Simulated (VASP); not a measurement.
# BeS (F-43m) in VASP: notebook

BeS is run at these levels: PBE; tasks: single point.

Everything below comes from runs of VASP 6.6.1. Logs are shortened: lines on timing, memory, paths and dates and some standing lists are left out, and cuts for length are marked.

### 1 The cell of the first run

The structure is cubic, space group F-43m (No. 216). The conventional cell has a = 4.786 Å, b = 4.786 Å, c = 4.786 Å, α = 90.00°, β = 90.00°, γ = 90.00°. Be (site symmetry -43m) has 4 S at 2.07 Å within 2.7 Å. Within 2.7 Å of S (site symmetry -43m) lie 4 Be at 2.07 Å.

### 2 Single point, PBE (volume changed by -5%)

INCAR reads:

```
SYSTEM = BeS
PREC = Accurate ; ENCUT = 600
EDIFF = 1E-6 ; ISMEAR = 0
SIGMA = 0.01 ; LREAL = .False.
LASPH = .True. ; NELM = 120
ALGO = Normal ; ISIF = 2
LWAVE = .False. ; LCHARG = .False.
GGA = PE ; NBANDS = 11
GGA_COMPAT = .False.
```

KPOINTS reads:

```
regular mesh
0
Gamma
  6 6 6
  0 0 0
```

POSCAR reads:

```
BeS
1.0
    0.0000000000      2.3930392299      2.3930392299
    2.3930392299      0.0000000000      2.3930392299
    2.3930392299      2.3930392299      0.0000000000
Be S
1 1
Direct
    0.0000000000      0.0000000000      0.0000000000
    0.2500000000      0.2500000000      0.2500000000
```

Potentials or basis: VASP PAW PBE potentials, release 64 (Be, S).

Started as:

```sh
$ cat potpaw_PBE.64/Be/POTCAR potpaw_PBE.64/S/POTCAR > POTCAR
$ mpirun -np 1 vasp_std > vasp.out
```

OUTCAR:

```text
SYSTEM = BeS
   PREC = Accurate
   ENCUT = 600
   EDIFF = 1E-6
   ISMEAR = 0
   LREAL = .False.
   LASPH = .True.
   NELM = 120
   ISIF = 2
   GGA = PE

 ion  position               nearest neighbor table
   1  0.000  0.000  0.000-   2 2.07   2 2.07   2 2.07   2 2.07
   2  0.250  0.250  0.250-   1 2.07   1 2.07   1 2.07   1 2.07

  LATTYP: Found a face centered cubic cell.
 ALAT       =     4.7860784598

  Lattice vectors:

 A1 = (   0.0000000000,   2.3930392299,   2.3930392299)
 A2 = (   2.3930392299,   0.0000000000,   2.3930392299)
 A3 = (   2.3930392299,   2.3930392299,   0.0000000000)

Analysis of symmetry for initial positions (statically):
=====================================================================
 Subroutine PRICEL returns:
 Original cell was already a primitive cell.

 Routine SETGRP: Setting up the symmetry group for a
 face centered cubic supercell.

 Subroutine GETGRP returns: Found 24 space group operations
 (whereof 24 operations were pure point group operations)
 out of a pool of 48 trial point group operations.

The static configuration has the point symmetry T_d .

Analysis of symmetry for dynamics (positions and initial velocities):
=====================================================================
 Subroutine PRICEL returns:
 Original cell was already a primitive cell.

 Routine SETGRP: Setting up the symmetry group for a
 face centered cubic supercell.

 Subroutine GETGRP returns: Found 24 space group operations
 (whereof 24 operations were pure point group operations)
 out of a pool of 48 trial point group operations.

The dynamic configuration has the point symmetry T_d .

 Subroutine INISYM returns: Found 24 space group operations
 (whereof 24 operations are pure point group operations),
 and found     1 'primitive' translations

----------------------------------------------------------------------------------------

                                     Primitive cell

  volume of cell :      27.4081

  direct lattice vectors                    reciprocal lattice vectors
     0.000000000  2.393039230  2.393039230    -0.208939324  0.208939324  0.208939324
     2.393039230  0.000000000  2.393039230     0.208939324 -0.208939324  0.208939324
     2.393039230  2.393039230  0.000000000     0.208939324  0.208939324 -0.208939324

  length of vectors
     3.384268534  3.384268534  3.384268534     0.361893526  0.361893526  0.361893526

  position of ions in fractional coordinates (direct lattice)
     0.000000000  0.000000000  0.000000000
     0.250000000  0.250000000  0.250000000

  ion indices of the primitive-cell ions
   primitive index   ion index
                 1           1
                 2           2

----------------------------------------------------------------------------------------

 KPOINTS: regular mesh

Automatic generation of k-mesh.
 Grid dimensions read from file:
 generate k-points for:    6    6    6

 Generating k-lattice:

  Cartesian coordinates                     Fractional coordinates (reciprocal lattice)
    -0.034823221  0.034823221  0.034823221     0.166666667  0.000000000  0.000000000
     0.034823221 -0.034823221  0.034823221     0.000000000  0.166666667  0.000000000
     0.034823221  0.034823221 -0.034823221     0.000000000  0.000000000  0.166666667

  Length of vectors
     0.060315588  0.060315588  0.060315588

  Shift w.r.t. Gamma in fractional coordinates (k-lattice)
     0.000000000  0.000000000  0.000000000

 Subroutine IBZKPT returns following result:
 ===========================================

 Found     16 irreducible k-points:

 Following reciprocal coordinates:
            Coordinates               Weight
  0.000000  0.000000  0.000000      1.000000
  0.166667  0.000000  0.000000      8.000000
  0.333333  0.000000  0.000000      8.000000
  0.500000  0.000000  0.000000      4.000000
  0.166667  0.166667  0.000000      6.000000
  0.333333  0.166667  0.000000     24.000000
[... 8 lines left out ...]
 -0.333333  0.333333  0.166667     24.000000
 -0.333333  0.500000  0.166667     12.000000
   k-points           NKPTS =     16   k-points in BZ     NKDIM =     16   number of bands    NBANDS=     11
   number of dos      NEDOS =    301   number of ions     NIONS =      2
   total plane-waves  NPLWV =  21952
   dimension x,y,z NGX =    28 NGY =   28 NGZ =   28
   dimension x,y,z NGXF=    56 NGYF=   56 NGZF=   56
   ions per type =               1   1
   NGX,Y,Z   is equivalent  to a cutoff of  13.75, 13.75, 13.75 a.u.
   NGXF,Y,Z  is equivalent  to a cutoff of  27.51, 27.51, 27.51 a.u.
 SYSTEM =  BeS
   PREC   = accura    normal or accurate (medium, high low for compatibility)
   ISTART =      0    job   : 0-new  1-cont  2-samecut
   ICHARG =      2    charge: 1-file 2-atom 10-const
   ISPIN  =      1    spin polarized calculation?
   LNONCOLLINEAR =      F non collinear calculations
   LSORBIT =      F    spin-orbit coupling
   LASPH  =      T    aspherical Exc in radial PAW
   ENCUT  =  600.0 eV  44.10 Ry    6.64 a.u.   6.76  6.76  6.76*2*pi/ulx,y,z
   NELM   =    120;   NELMIN=  2; NELMDL= -5     # of ELM steps
   EDIFF  = 0.1E-05   stopping-criterion for ELM
   LREAL  =      F    real-space projection
   EDIFFG = 0.1E-04   stopping-criterion for IOM
   NSW    =      0    number of steps for IOM
   IBRION =     -1    ionic relax: 0-MD 1-quasi-New 2-CG
   NFREE  =      0    steps in history (QN), initial steepest desc. (CG)
   ISIF   =      2    stress and relaxation
   ISYM   =      2    0-nonsym 1-usesym 2-fastsym
   POTIM  = 0.5000    time-step for ionic-motion
   TEBEG  =    0.0;   TEEND  =   0.0 temperature during run
   PSTRESS=    0.0 pullay stress
   NELECT =       8.0000    total number of electrons
   NUPDOWN=      -1.0000    fix difference up-down
   EMIN   =  10.00;   EMAX   =-10.00  energy-range for DOS
   EFERMI =   0.00;   METHOD = LEGACY
   ISMEAR =     0;   SIGMA  =   0.01  broadening in eV -4-tet -1-fermi 0-gaus
   EFERMI_NEDOS =   21; number of points for ismear=-14 and -15
   IALGO  =     38    algorithm
   IMIX   =      4    mixing-type and parameters
     AMIX     =   0.40;   BMIX     =  1.00
     AMIX_MAG =   1.60;   BMIX_MAG =  1.00
  volume/ion in A,a.u.               =      13.70        92.48
  Fermi-wavevector in a.u.,A,eV,Ry     =   1.085955  2.052157 16.045316  1.179297
  Thomas-Fermi vector in A             =   2.222080
   LORBIT       =      0    0 simple, 1 ext, 2 COOP (PROOUT), +10 PAW based schemes
   GGA     = PE    functional components
   LHFCALC =     F    Hartree Fock is set to
   AEXX    =    0.0000 exact exchange contribution
   IVDW    =     0    specifies the selected vdW correction
   LEPSILON=     F    determine dielectric tensor
   LRPA    =     F    only Hartree local field effects (RPA)
 non-spin polarized calculation
 Gauss-broadening in eV      SIGMA  =   0.01
  energy-cutoff  :      600.00
  volume of cell :       27.41
 maximum number of plane-waves:       941
   NGX = 13   NGY = 13   NGZ = 13

 number of electron       8.0000001 magnetization

 Free energy of the ion-electron system (eV)
  ---------------------------------------------------
  ext. energy  EPLUGINS =         0.00000000
  ---------------------------------------------------
  free energy    TOTEN  =        -9.98294345 eV

  energy without entropy =       -9.98294345  energy(sigma->0) =       -9.98294345

 E-fermi :   4.7099     XC(G=0):  -9.8956

 val. band max:        4.5974093401   @ k =   0.0000   0.0000   0.0000
 cond. band min:       7.6140469434   @ k =   0.5000   0.5000   0.0000
 fundamental gap:      3.0166376033
 Fermi energy:         4.7099480281

 k-point     1 :       0.0000    0.0000    0.0000
  band No.  band energies     occupation
      1      -9.3699      2.00000
      2       4.5974      2.00000
      3       4.5974      2.00000
      4       4.5974      2.00000
      5      10.2455      0.00000
      6      10.2455      0.00000
      7      10.2455      0.00000
      8      10.8263      0.00000
      9      17.4867      0.00000
     10      17.4867      0.00000
     11      19.7792      0.00000

 k-point     2 :       0.1667    0.0000    0.0000
  band No.  band energies     occupation
      1      -9.0421      2.00000
      2       2.6321      2.00000
      3       4.2501      2.00000
      4       4.2501      2.00000
      5      10.2849      0.00000
      6      10.8397      0.00000
      7      10.8397      0.00000
      8      12.7676      0.00000
      9      16.5409      0.00000
     10      16.5409      0.00000
     11      19.3547      0.00000

 k-point     3 :       0.3333    0.0000    0.0000
  band No.  band energies     occupation
      1      -8.2162      2.00000
      2      -0.1569      2.00000
      3       3.7206      2.00000
      4       3.7206      2.00000
      5      10.2486      0.00000
      6      11.2623      0.00000
      7      11.2623      0.00000
      8      15.2685      0.00000
      9      17.3290      0.00000
     10      17.3290      0.00000
     11      19.1313      0.00000

 k-point     4 :       0.5000    0.0000    0.0000
  band No.  band energies     occupation
      1      -7.6469      2.00000
      2      -1.4535      2.00000
      3       3.5068      2.00000
      4       3.5068      2.00000
      5      10.2201      0.00000
      6      11.1457      0.00000
      7      11.1457      0.00000
      8      15.9901      0.00000
      9      19.7215      0.00000
     10      19.7215      0.00000
     11      20.1574      0.00000

 k-point     5 :       0.1667    0.1667    0.0000
  band No.  band energies     occupation
      1      -8.9330      2.00000
      2       3.0299      2.00000
      3       3.6062      2.00000
      4       3.6062      2.00000
      5       9.5629      0.00000
      6      11.9068      0.00000
      7      11.9068      0.00000
      8      12.1263      0.00000
      9      15.1309      0.00000
     10      18.0962      0.00000
     11      20.8322      0.00000
[... 99 lines left out ...]
 k-point    13 :       0.5000    0.5000    0.0000
  band No.  band energies     occupation
      1      -7.0647      2.00000
      2      -0.6302      2.00000
      3       1.8151      2.00000
      4       1.8151      2.00000
      5       7.6140      0.00000
      6       9.4759      0.00000
      7      17.7027      0.00000
      8      17.7027      0.00000
      9      20.6973      0.00000
     10      21.1545      0.00000
     11      21.7638      0.00000

 k-point    14 :       0.5000    0.3333    0.1667
  band No.  band energies     occupation
      1      -7.6023      2.00000
      2       0.0340      2.00000
      3       1.4528      2.00000
      4       2.5767      2.00000
      5      10.3780      0.00000
      6      11.6143      0.00000
      7      12.5948      0.00000
      8      15.0928      0.00000
      9      17.4742      0.00000
     10      19.4935      0.00000
     11      21.6415      0.00000

 k-point    15 :      -0.3333    0.3333    0.1667
  band No.  band energies     occupation
      1      -7.1846      2.00000
      2      -0.4908      2.00000
      3       0.9943      2.00000
      4       2.0721      2.00000
      5      10.7748      0.00000
      6      11.7119      0.00000
      7      14.2789      0.00000
      8      15.0042      0.00000
      9      16.0352      0.00000
     10      20.3845      0.00000
     11      21.3206      0.00000

 k-point    16 :      -0.3333    0.5000    0.1667
  band No.  band energies     occupation
      1      -7.0176      2.00000
      2      -0.1933      2.00000
      3       1.0040      2.00000
      4       1.2212      2.00000
      5       9.7396      0.00000
      6      11.2831      0.00000
      7      14.8289      0.00000
      8      15.2902      0.00000
      9      19.2840      0.00000
     10      19.5163      0.00000
     11      21.9230      0.00000

------------------------ aborting loop because EDIFF is reached ----------------------------------------

  FORCE on cell =-STRESS in cart. coord.  units (eV):
  Direction    XX          YY          ZZ          XY          YZ          ZX
  --------------------------------------------------------------------------------------
  -------------------------------------------------------------------------------------
  Total        1.0030447      1.0030447      1.0030447      0.0000000      0.0000000      0.0000000
  in kB       58.6342568     58.6342568     58.6342568      0.0000000      0.0000000      0.0000000
  external PRESSURE =      58.6342568 kB  Pullay stress =       0.0000000 kB

 VOLUME and BASIS-vectors are now :
 -----------------------------------------------------------------------------
  energy-cutoff  :      600.00
  volume of cell :       27.41
      direct lattice vectors                 reciprocal lattice vectors
     0.000000000  2.393039230  2.393039230    -0.208939324  0.208939324  0.208939324
     2.393039230  0.000000000  2.393039230     0.208939324 -0.208939324  0.208939324
     2.393039230  2.393039230  0.000000000     0.208939324  0.208939324 -0.208939324

 POSITION                                       TOTAL-FORCE (eV/Angst)
 -----------------------------------------------------------------------------------
      0.00000      0.00000      0.00000        -0.000000     -0.000000     -0.000000
      1.19652      1.19652      1.19652         0.000000      0.000000      0.000000
 -----------------------------------------------------------------------------------
    total drift:                               -0.000000     -0.000000     -0.000000

  FREE ENERGIE OF THE ION-ELECTRON SYSTEM (eV)
  ---------------------------------------------------
  free  energy   TOTEN  =        -9.9829434505 eV

  energy  without entropy=       -9.9829434505  energy(sigma->0) =       -9.98294345
```

Run time: 4.4 s. Hardware: 1 thread of AMD EPYC 9R45 (Zen 5), shared host; peak memory 0.12 GiB.

What came out:

```
Free energy            : -9.9829 eV
Pressure               : 5.9 GPa
Band gap on the k mesh : 3.02 eV, indirect (least direct gap 5.65 eV)
```

Levels at points of the mesh, in eV from the valence-band top:
```tsv
k point	band 1	band 2	band 3	band 4	band 5	band 6	band 7	band 8	band 9
(0.00, 0.00, 0.00)	-13.97	0.00	0.00	0.00	5.65	5.65	5.65	6.23	12.89
(0.50, 0.00, 0.00)	-12.24	-6.05	-1.09	-1.09	5.62	6.55	6.55	11.39	15.12
(0.50, 0.50, 0.00)	-11.66	-5.23	-2.78	-2.78	3.02	4.88	13.11	13.11	16.10
```

### 3 Single point, PBE (volume changed by +5%)

INCAR reads:

```
ALGO = Normal ; EDIFF = 1E-6
ENCUT = 600 ; GGA = PE
GGA_COMPAT = False ; ISIF = 2
ISMEAR = 0 ; LASPH = True
LCHARG = False ; LREAL = False
LWAVE = False ; NBANDS = 11
NELM = 120 ; PREC = Accurate
SIGMA = 0.01
```

KPOINTS reads:

```
k-points
0
Gamma
  6 6 6
```

POSCAR reads:

```
BeS
1.0
    0.0000000000      2.4742203969      2.4742203969
    2.4742203969      0.0000000000      2.4742203969
    2.4742203969      2.4742203969      0.0000000000
Be S
1 1
Direct
    0.0000000000      0.0000000000      0.0000000000
    0.2500000000      0.2500000000      0.2500000000
```

Potentials or basis: VASP PAW PBE potentials, release 64 (Be, S).

Started as:

```sh
$ cat potpaw_PBE.64/Be/POTCAR potpaw_PBE.64/S/POTCAR > POTCAR
$ mpirun -np 1 vasp_std > vasp.out
```

It took 4.6 s on 1 thread of AMD EPYC 9R45 (Zen 5), shared host; peak memory 0.12 GiB.

Results (log left out):

- Free energy: -9.9957 eV
- Pressure: -3.7 GPa
- Band gap on the k mesh: 3.24 eV, indirect (least direct gap 5.39 eV)

Levels at points of the mesh, in eV from the valence-band top:
| k point | band 1 | band 2 | band 3 | band 4 | band 5 | band 6 | band 7 | band 8 | band 9 |
| --- | --- | --- | --- | --- | --- | --- | --- | --- | --- |
| (0.00, 0.00, 0.00) | -13.30 | 0.00 | 0.00 | 0.00 | 5.39 | 5.69 | 5.69 | 5.69 | 12.69 |
| (0.50, 0.00, 0.00) | -11.85 | -5.41 | -0.95 | -0.95 | 5.26 | 6.57 | 6.57 | 10.91 | 14.66 |
| (0.50, 0.50, 0.00) | -11.37 | -4.72 | -2.44 | -2.44 | 3.24 | 4.96 | 12.29 | 12.29 | 14.78 |

 A k mesh can miss the band edges.
